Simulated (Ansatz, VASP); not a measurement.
## CoAu4: VASP beside Ansatz

INCAR

```
PREC = Accurate
ENCUT = 520
EDIFF = 1E-6
ISMEAR = -1
SIGMA = 0.1
LREAL = F
LASPH = T
NELM = 60
ALGO = Normal
ISIF = 2
LWAVE = F
LCHARG = F
GGA = PE
NBANDS = 64
LUSENCCL = F
```

Contents of KPOINTS:

```
regular mesh
0
Gamma
  6 5 9
```

Contents of POSCAR:

```
CoAu4
1.0
    6.0634280000      0.0000000000      0.0000000000
    0.0000000000      7.0162590000      0.0000000000
    0.0000000000      0.0000000000      3.9717000000
Co Au
2 8
Direct
    0.0000000000      0.0000000000      0.0000000000
    0.5000000000      0.5000000000      0.5000000000
    0.2487000000      0.3123000000      0.0000000000
    0.7513000000      0.6877000000      0.0000000000
    0.7487000000      0.1877000000      0.5000000000
    0.2513000000      0.8123000000      0.5000000000
    0.3411000000      0.1263000000      0.5000000000
    0.6589000000      0.8737000000      0.5000000000
    0.8411000000      0.3737000000      0.0000000000
    0.1589000000      0.6263000000      0.0000000000
```

Input for Ansatz:

```yaml
crystal:
  lattice:
    - [6.063428, 0.0, 0.0]
    - [0.0, 7.016259, 0.0]
    - [0.0, 0.0, 3.9717]
  atoms:
    - { symbol: Co, position: [0.0, 0.0, 0.0] }
    - { symbol: Co, position: [0.5, 0.5, 0.5] }
    - { symbol: Au, position: [0.2487, 0.3123, 0.0] }
    - { symbol: Au, position: [0.7513, 0.6877, 0.0] }
    - { symbol: Au, position: [0.7487, 0.1877, 0.5] }
    - { symbol: Au, position: [0.2513, 0.8123, 0.5] }
    - { symbol: Au, position: [0.3411, 0.1263, 0.5] }
    - { symbol: Au, position: [0.6589, 0.8737, 0.5] }
    - { symbol: Au, position: [0.8411, 0.3737, 0.0] }
    - { symbol: Au, position: [0.1589, 0.6263, 0.0] }
  symmetry: { tolerance: 0.0003 }
kpoints:
  mp_grid: { grid: [6, 5, 9], shift: [0, 0, 0] }
  band_path:
    path:
      - [0.0, 0.0, 0.0]
      - [0.5, 0.0, 0.0]
      - [0.5, 0.5, 0.0]
      - [0.0, 0.5, 0.0]
      - [0.0, 0.0, 0.0]
      - [0.0, 0.0, 0.5]
      - [0.5, 0.0, 0.5]
      - [0.5, 0.5, 0.5]
      - [0.0, 0.5, 0.5]
      - [0.0, 0.0, 0.5]
      - [0.5, 0.0, 0.0]
    npoints: 6
magnetization:
  spin_polarized: false
scf:
  occupations: { method: fermi_dirac }
  lower_state_search: "off"
  max_iter: 200
hamiltonian:
  pseudopotentials: { kind: paw }
  xc: pbe
basis:
  ecutwfc: 420
  fft_grid_basis: typed
output:
  forces: true
  stress: true
  eigenvalues: true
  bader: true
  populations: true
  elf: true
  write_potential: true
  volumetric_format: npy
  dos:
    e_range: [-12, 8]
    de: 0.05
    projected: { site_lists: { Au: [Au], Co: [Co] } }
checkpoint:
  read: saved_state
```

Alike in both runs: task single point; functional PBE; k mesh 6 × 5 × 9; no spin polarisation.

|  | VASP | Ansatz |
| --- | --- | --- |
| version | VASP 6.6.1 | Ansatz 0.2.0 |
| potentials or method | VASP PAW PBE potentials, release 64 (Co, Au), cutoff 520 eV | PAW plane waves |
| occupations | fermi-dirac, width 0.1 eV | fermi-dirac |
| valence electrons in the cell | 106 | 186 |

VASP gave:

| Property | Result |
| --- | --- |
| rms of the force components (eV/Å) | 2.341 |

Question: Which values does Ansatz return?

Answer: rms of the force components (eV/Å): 2.366.

Atom by atom the forces differ by 0.027 eV/Å (rms over components). VASP's potentials hold 106 valence electrons a cell and Ansatz's 186, so a difference there can come from the potentials and not from the codes.

Spin-orbit coupling is off throughout.
